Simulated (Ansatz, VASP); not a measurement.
# One calculation of BeTe, two programs

```
CELL_PARAMETERS angstrom
3.26340 0.00000 0.00000
-1.63170 2.82619 0.00000
0.00000 0.00000 4.72323
ATOMIC_POSITIONS crystal
Be 0.00000 0.00000 0.49822
Te 0.00000 0.00000 0.99823
```

Alike in both runs: functional PBE; k mesh 8 × 8 × 3; occupations gaussian, width 0.2 eV; no spin polarisation.

Ansatz relaxed the structure, and its values are those at the end. VASP's run is a single point on that final structure, the one shown.

|  | VASP | Ansatz |
| --- | --- | --- |
| version | VASP 6.6.1 | Ansatz 0.2.0 |
| potentials or method | VASP PAW PBE potentials, release 64 (Be, Te), cutoff 600 eV | scalar-relativistic, plane waves, PAW |
| valence electrons in the cell | 8 | 18 |

Ansatz gave:

* gap on the k mesh at the Fermi level (eV): none
* pressure (GPa): 0.1

**Question.** What did VASP give for the same quantities?

**Answer.** gap on the k mesh at the Fermi level (eV): none; pressure (GPa): 0.2.

A gap of «none» marks a metal or a gap that the smearing closes. VASP's potentials hold 8 valence electrons a cell and Ansatz's 18, so a difference there can come from the potentials and not from the codes.

The k mesh is coarse, so the values compare programs but aren't converged. Spin-orbit coupling is off throughout.
